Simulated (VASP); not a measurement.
Wanted: the native input for a VASP 6.6.1 run.

| Property | Result |
| --- | --- |
| Task | single point |
| Functional | BLYP |
| Potentials or basis | VASP PAW PBE potentials, release 64 (Se) |
| Cutoff | 520 eV |
| k mesh | 14 × 14 × 14 |
| Occupations | fermi-dirac, width 0.1 eV |
| Spin | no spin polarisation |
| Dipole correction | no |
| Further INCAR settings | ALGO = Normal; EDIFF = 1e-07; NBANDS = 9 |

The structure of Se lies in POSCAR:

```
Se
1.0
   -1.7090639188      1.7090639188      1.7090639188
    1.7090639188     -1.7090639188      1.7090639188
    1.7090639188      1.7090639188     -1.7090639188
Se
1
Direct
    0.0000000000      0.0000000000      0.0000000000
```

This cell differs from its parent crystal: volume scaled by 0.88.

The input as run:

INCAR

```
SYSTEM = Se
PREC = Accurate
ENCUT = 520
EDIFF = 1E-7
ISMEAR = -1
SIGMA = 0.1
LREAL = .False.
LASPH = .True.
NELM = 80
ALGO = Normal
ISIF = 2
LWAVE = .False.
LCHARG = .False.
GGA = B5
ALDAX = 1.0
AGGAX = 1.0
AGGAC = 1.0
ALDAC = 0.0
NBANDS = 9
```

KPOINTS

```
Automatic mesh
0
Gamma
  14 14 14
  0 0 0
```

Potentials or basis: VASP PAW PBE potentials, release 64 (Se).

Run with:

```sh
$ cat potpaw_PBE.64/Se/POTCAR > POTCAR
$ mpirun -np 1 vasp_std > vasp.out
```

Results of the run:

```yaml
Pressure: 9.8 GPa
Band_gap_on_the_k_mesh: zero (band 3 reaches 9.10 eV, above the bottom of band 4 at 2.88 eV)
```

Caveat: the PAW data sets were made with another functional, which shifts forces and pressure a little.

Run time: 10 s on 1 thread of Intel(R) Xeon(R) 6975P-C (Granite Rapids) (shared host), peak memory 0.14 GiB.
